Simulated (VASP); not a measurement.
# SrCuB5 (P3m1) in VASP: single point with PBE

Aim: the single point of SrCuB5 with PBE.

Everything below comes from runs of VASP 6.6.1. Logs are shortened: lines on timing, memory, paths and dates and some standing lists are left out, and cuts for length are marked.

## 1. The cell of the first run

It takes space group P3m1 (No. 156, trigonal). The conventional cell has a = 4.541 Å, b = 4.541 Å, c = 5.716 Å, α = 90.00°, β = 90.00°, γ = 120.00°. Within 3.8 Å of Sr (site symmetry 3m) lie 11 B at 2.84 to 3.46 Å and 3 Cu at 3.71 Å. Cu (site symmetry 3m) has 12 B at 2.33 to 3.21 Å within 3.3 Å. Within 2.2 Å of B (site symmetry m) lie 4 B at 1.63 to 1.74 Å. Within 2.3 Å of B (site symmetry 3m) lie 3 B at 1.74 Å. Within 2.2 Å of B (site symmetry 3m) lie 3 B at 1.63 Å.

## 2. Single point, PBE

The input, INCAR:

```
SYSTEM = SrCuB5
PREC = Accurate
ENCUT = 520
EDIFF = 1E-6
ISMEAR = 0
SIGMA = 0.1
LREAL = .False.
LASPH = .True.
NELM = 100
ALGO = Fast
ISIF = 2
LWAVE = .False.
LCHARG = .True.
GGA = PE
LELF = .True.
LVHAR = .True.
NBANDS = 27
```

The input, KPOINTS:

```
Automatic mesh
0
Gamma
  12 12 8
  0 0 0
```

The input, POSCAR:

```
SrCuB5
1.0
    4.5413977091      0.0000000000      0.0000000000
   -2.2706988546      3.9329657848      0.0000000000
    0.0000000000      0.0000000000      5.7163744444
Sr Cu B
1 1 5
Direct
    0.6666666667      0.3333333333      0.6968336209
    0.0000000000      0.0000000000      0.1561635675
    0.4601026954      0.9202053908      0.2310444827
    0.0797946092      0.5398973046      0.2310444827
    0.4601026954      0.5398973046      0.2310444827
    0.3333333333      0.6666666667      0.4801436216
    0.6666666667      0.3333333333      0.2006394218
```

Potentials or basis: VASP PAW PBE potentials, release 64 (Sr_sv, Cu, B).

Command:

```sh
cat potpaw_PBE.64/Sr_sv/POTCAR potpaw_PBE.64/Cu/POTCAR potpaw_PBE.64/B/POTCAR > POTCAR
mpirun -np 1 vasp_std > vasp.out
```

OUTCAR:

```text
SYSTEM = SrCuB5
   PREC = Accurate
   ENCUT = 520
   EDIFF = 1E-6
   ISMEAR = 0
   LREAL = .False.
   LASPH = .True.
   NELM = 100
   ISIF = 2
   GGA = PE

 ion  position               nearest neighbor table
   1  0.667  0.333  0.697-   7 2.84   7 2.88   6 2.90   6 2.90   6 2.90   4 3.12   3 3.12   5 3.12
                             4 3.46   3 3.46   5 3.46   2 3.71   2 3.71   2 3.71
   2  0.000  0.000  0.156-   3 2.33   5 2.33   3 2.33   5 2.33   4 2.33   4 2.33   1 3.71   1 3.71
                             1 3.71
   3  0.460  0.920  0.231-   7 1.63   4 1.73   5 1.73   6 1.74   2 2.33   2 2.33   1 3.12   1 3.46

   4  0.080  0.540  0.231-   7 1.63   5 1.73   3 1.73   6 1.74   2 2.33   2 2.33   1 3.12   1 3.46

   5  0.460  0.540  0.231-   7 1.63   4 1.73   3 1.73   6 1.74   2 2.33   2 2.33   1 3.12   1 3.46

   6  0.333  0.667  0.480-   4 1.74   3 1.74   5 1.74   1 2.90   1 2.90   1 2.90
   7  0.667  0.333  0.201-   4 1.63   3 1.63   5 1.63   1 2.84   1 2.88

  LATTYP: Found a hexagonal cell.
 ALAT       =     4.5413977091
 C/A-ratio  =     1.2587257956

  Lattice vectors:

 A1 = (   4.5413977091,   0.0000000000,   0.0000000000)
 A2 = (  -2.2706988546,   3.9329657848,   0.0000000000)
 A3 = (   0.0000000000,   0.0000000000,   5.7163744444)

Analysis of symmetry for initial positions (statically):
=====================================================================
 Subroutine PRICEL returns:
 Original cell was already a primitive cell.

 Routine SETGRP: Setting up the symmetry group for a
 hexagonal supercell.

 Subroutine GETGRP returns: Found  6 space group operations
 (whereof  6 operations were pure point group operations)
 out of a pool of 24 trial point group operations.

The static configuration has the point symmetry C_3v.

Analysis of symmetry for dynamics (positions and initial velocities):
=====================================================================
 Subroutine PRICEL returns:
 Original cell was already a primitive cell.

 Routine SETGRP: Setting up the symmetry group for a
 hexagonal supercell.

 Subroutine GETGRP returns: Found  6 space group operations
 (whereof  6 operations were pure point group operations)
 out of a pool of 24 trial point group operations.

The dynamic configuration has the point symmetry C_3v.

 Subroutine INISYM returns: Found  6 space group operations
 (whereof  6 operations are pure point group operations),
 and found     1 'primitive' translations

----------------------------------------------------------------------------------------

                                     Primitive cell

  volume of cell :     102.1011

  direct lattice vectors                    reciprocal lattice vectors
     4.541397709  0.000000000  0.000000000     0.220196526  0.127130524  0.000000000
    -2.270698855  3.932965785  0.000000000     0.000000000  0.254261047  0.000000000
     0.000000000  0.000000000  5.716374444     0.000000000  0.000000000  0.174936056

  length of vectors
     4.541397709  4.541397709  5.716374444     0.254261047  0.254261047  0.174936056

  position of ions in fractional coordinates (direct lattice)
     0.666666667  0.333333333  0.696833621
     0.000000000  0.000000000  0.156163568
     0.460102695  0.920205391  0.231044483
     0.079794609  0.539897305  0.231044483
     0.460102695  0.539897305  0.231044483
     0.333333333  0.666666667  0.480143622
     0.666666667  0.333333333  0.200639422

  ion indices of the primitive-cell ions
   primitive index   ion index
                 1           1
                 2           2
                 3           3
                 4           4
                 5           5
                 6           6
                 7           7

----------------------------------------------------------------------------------------

 KPOINTS: Automatic mesh

Automatic generation of k-mesh.
 Grid dimensions read from file:
 generate k-points for:   12   12    8

 Generating k-lattice:

  Cartesian coordinates                     Fractional coordinates (reciprocal lattice)
     0.018349711  0.010594210  0.000000000     0.083333333  0.000000000  0.000000000
     0.000000000  0.021188421  0.000000000     0.000000000  0.083333333  0.000000000
     0.000000000  0.000000000  0.021867007     0.000000000  0.000000000  0.125000000

  Length of vectors
     0.021188421  0.021188421  0.021867007

  Shift w.r.t. Gamma in fractional coordinates (k-lattice)
     0.000000000  0.000000000  0.000000000

 Subroutine IBZKPT returns following result:
 ===========================================

 Found    131 irreducible k-points:

 Following reciprocal coordinates:
            Coordinates               Weight
  0.000000  0.000000  0.000000      1.000000
  0.083333  0.000000  0.000000      6.000000
  0.166667 -0.000000  0.000000      6.000000
  0.250000 -0.000000  0.000000      6.000000
  0.333333 -0.000000  0.000000      6.000000
  0.416667 -0.000000  0.000000      6.000000
[... 16 lines left out ...]
  0.166667 -0.000000  0.125000      6.000000
  0.000000  0.166667  0.125000      6.000000
 [... further k-points ...]
   k-points           NKPTS =    131   k-points in BZ     NKDIM =    131   number of bands    NBANDS=     27
   number of dos      NEDOS =    301   number of ions     NIONS =      7
   total plane-waves  NPLWV =  62208
   dimension x,y,z NGX =    36 NGY =   36 NGZ =   48
   dimension x,y,z NGXF=    72 NGYF=   72 NGZF=   96
   ions per type =               1   1   5
   NGX,Y,Z   is equivalent  to a cutoff of  13.18, 13.18, 13.96 a.u.
   NGXF,Y,Z  is equivalent  to a cutoff of  26.36, 26.36, 27.92 a.u.
 SYSTEM =  SrCuB5
   PREC   = accura    normal or accurate (medium, high low for compatibility)
   ISTART =      0    job   : 0-new  1-cont  2-samecut
   ICHARG =      2    charge: 1-file 2-atom 10-const
   ISPIN  =      1    spin polarized calculation?
   LNONCOLLINEAR =      F non collinear calculations
   LSORBIT =      F    spin-orbit coupling
   LASPH  =      T    aspherical Exc in radial PAW
   ENCUT  =  520.0 eV  38.22 Ry    6.18 a.u.   8.44  8.44 10.63*2*pi/ulx,y,z
   NELM   =    100;   NELMIN=  2; NELMDL= -5     # of ELM steps
   EDIFF  = 0.1E-05   stopping-criterion for ELM
   LREAL  =      F    real-space projection
   EDIFFG = 0.1E-04   stopping-criterion for IOM
   NSW    =      0    number of steps for IOM
   IBRION =     -1    ionic relax: 0-MD 1-quasi-New 2-CG
   NFREE  =      0    steps in history (QN), initial steepest desc. (CG)
   ISIF   =      2    stress and relaxation
   ISYM   =      2    0-nonsym 1-usesym 2-fastsym
   POTIM  = 0.5000    time-step for ionic-motion
   TEBEG  =    0.0;   TEEND  =   0.0 temperature during run
   PSTRESS=    0.0 pullay stress
   NELECT =      36.0000    total number of electrons
   NUPDOWN=      -1.0000    fix difference up-down
   EMIN   =  10.00;   EMAX   =-10.00  energy-range for DOS
   EFERMI =   0.00;   METHOD = LEGACY
   ISMEAR =     0;   SIGMA  =   0.10  broadening in eV -4-tet -1-fermi 0-gaus
   EFERMI_NEDOS =   21; number of points for ismear=-14 and -15
   IALGO  =     68    algorithm
   IMIX   =      4    mixing-type and parameters
     AMIX     =   0.40;   BMIX     =  1.00
     AMIX_MAG =   1.60;   BMIX_MAG =  1.00
  volume/ion in A,a.u.               =      14.59        98.43
  Fermi-wavevector in a.u.,A,eV,Ry     =   1.156553  2.185568 18.199355  1.337615
  Thomas-Fermi vector in A             =   2.293172
   LORBIT       =      0    0 simple, 1 ext, 2 COOP (PROOUT), +10 PAW based schemes
   GGA     = PE    functional components
   LHFCALC =     F    Hartree Fock is set to
   AEXX    =    0.0000 exact exchange contribution
   IVDW    =     0    specifies the selected vdW correction
   LEPSILON=     F    determine dielectric tensor
   LRPA    =     F    only Hartree local field effects (RPA)
 non-spin polarized calculation
 RMM-DIIS sequential band-by-band and
 Gauss-broadening in eV      SIGMA  =   0.10
  energy-cutoff  :      520.00
  volume of cell :      102.10
 maximum number of plane-waves:      2782
 NGX is ok and might be reduce to    36
   NGX = 17   NGY = 17   NGZ = 21

 number of electron      36.0000006 magnetization

 Free energy of the ion-electron system (eV)
  ---------------------------------------------------
  ext. energy  EPLUGINS =         0.00000000
  ---------------------------------------------------
  free energy    TOTEN  =       -36.30412518 eV

  energy without entropy =      -36.29782595  energy(sigma->0) =      -36.30097556

 E-fermi :   3.1161     XC(G=0):  -9.5321

 val. band max:        3.1120922754   @ k =   0.1667  -0.0000   0.1250
 cond. band min:       3.1275740786   @ k =   0.2500   0.2500   0.0000
 fundamental gap:      0.0154818032
 Fermi energy:         3.1160632319

 k-point     1 :       0.0000    0.0000    0.0000
  band No.  band energies     occupation
      1     -31.9164      2.00000
      2     -14.0058      2.00000
      3     -13.9153      2.00000
      4     -13.9153      2.00000
      5     -10.0186      2.00000
      6      -5.4629      2.00000
[... 19 lines left out ...]
     26       8.4762      0.00000
     27       8.9432      0.00000

 k-point     2 :       0.0833    0.0000    0.0000
  band No.  band energies     occupation
      1     -31.9161      2.00000
      2     -14.0044      2.00000
      3     -13.9225      2.00000
      4     -13.9169      2.00000
      5      -9.9875      2.00000
      6      -5.5406      2.00000
[... 19 lines left out ...]
     26       8.5949      0.00000
     27       9.0625      0.00000

 k-point     3 :       0.1667   -0.0000    0.0000
  band No.  band energies     occupation
      1     -31.9153      2.00000
      2     -14.0008      2.00000
      3     -13.9419      2.00000
      4     -13.9214      2.00000
      5      -9.8989      2.00000
      6      -5.7458      2.00000
[... 594 lines left out ...]
      1     -31.9153      2.00000
      2     -14.0066      2.00000
      3     -13.9416      2.00000
      4     -13.9212      2.00000
      5      -9.8844      2.00000
      6      -5.7276      2.00000
[... 19 lines left out ...]
     26       8.9398      0.00000
     27       9.3505      0.00000

 k-point    24 :       0.0000    0.1667    0.1250
  band No.  band energies     occupation
      1     -31.9153      2.00000
      2     -14.0066      2.00000
      3     -13.9416      2.00000
      4     -13.9212      2.00000
      5      -9.8848      2.00000
      6      -5.7239      2.00000
[... 19 lines left out ...]
     26       9.2036      0.00000
     27       9.3651      0.00000

 [... further k-points ...]

------------------------ aborting loop because EDIFF is reached ----------------------------------------

  FORCE on cell =-STRESS in cart. coord.  units (eV):
  Direction    XX          YY          ZZ          XY          YZ          ZX
  --------------------------------------------------------------------------------------
  -------------------------------------------------------------------------------------
  Total        0.1279306      0.1279306      0.0888750     -0.0000000     -0.0000000     -0.0000000
  in kB        2.0074959      2.0074959      1.3946320     -0.0000000     -0.0000000     -0.0000000
  external PRESSURE =       1.8032079 kB  Pullay stress =       0.0000000 kB

 VOLUME and BASIS-vectors are now :
 -----------------------------------------------------------------------------
  energy-cutoff  :      520.00
  volume of cell :      102.10
      direct lattice vectors                 reciprocal lattice vectors
     4.541397709  0.000000000  0.000000000     0.220196526  0.127130524  0.000000000
    -2.270698855  3.932965785  0.000000000     0.000000000  0.254261047  0.000000000
     0.000000000  0.000000000  5.716374444     0.000000000  0.000000000  0.174936056

 POSITION                                       TOTAL-FORCE (eV/Angst)
 -----------------------------------------------------------------------------------
      2.27070      1.31099      3.98336        -0.000000      0.000000      0.002971
      0.00000      0.00000      0.89269        -0.000000      0.000000     -0.000030
     -0.00000      3.61914      1.32074        -0.000000      0.003494      0.001775
     -0.86357      2.12340      1.32074        -0.003026     -0.001747      0.001775
      0.86357      2.12340      1.32074         0.003026     -0.001747      0.001775
     -0.00000      2.62198      2.74468        -0.000000      0.000000      0.001052
      2.27070      1.31099      1.14693        -0.000000      0.000000     -0.009318
 -----------------------------------------------------------------------------------
    total drift:                                0.000001      0.000000     -0.014010

  FREE ENERGIE OF THE ION-ELECTRON SYSTEM (eV)
  ---------------------------------------------------
  free  energy   TOTEN  =       -36.3041251788 eV

  energy  without entropy=      -36.2978259480  energy(sigma->0) =      -36.30097556
```

It took 17 min on 1 thread of Intel Xeon Platinum 8488C (Sapphire Rapids), shared host; peak memory 0.5 GiB.

What came out:

```
Free energy            : -36.3041 eV
Pressure               : 0.2 GPa
Largest force          : 0.009 eV/Å
Band gap on the k mesh : zero (bands 18 and 19 overlap by 1.20 eV)
```

Forces in eV/Å, atoms in the order of the input:
```
Sr   0.000  0.000  0.003
Cu   0.000  0.000  0.000
B    0.000  0.003  0.002
B   -0.003 -0.002  0.002
B    0.003 -0.002  0.002
B    0.000  0.000  0.001
B    0.000  0.000 -0.009
```

Levels at points of the mesh, in eV from the Fermi level:
| k point | band 15 | band 16 | band 17 | band 18 | band 19 | band 20 | band 21 | band 22 |
| --- | --- | --- | --- | --- | --- | --- | --- | --- |
| (0.00, 0.00, 0.00) | -2.20 | -2.05 | -2.05 | 0.60 | 0.60 | 1.55 | 2.67 | 3.57 |
| (0.50, 0.00, 0.00) | -1.88 | -1.44 | -0.79 | -0.50 | 0.75 | 1.78 | 2.12 | 3.72 |
| (0.00, 0.00, 0.50) | -2.05 | -2.05 | -1.49 | 0.46 | 0.46 | 1.01 | 1.67 | 3.51 |
| (0.50, 0.00, 0.50) | -2.20 | -1.32 | -0.68 | -0.09 | 0.87 | 1.03 | 2.80 | 3.43 |
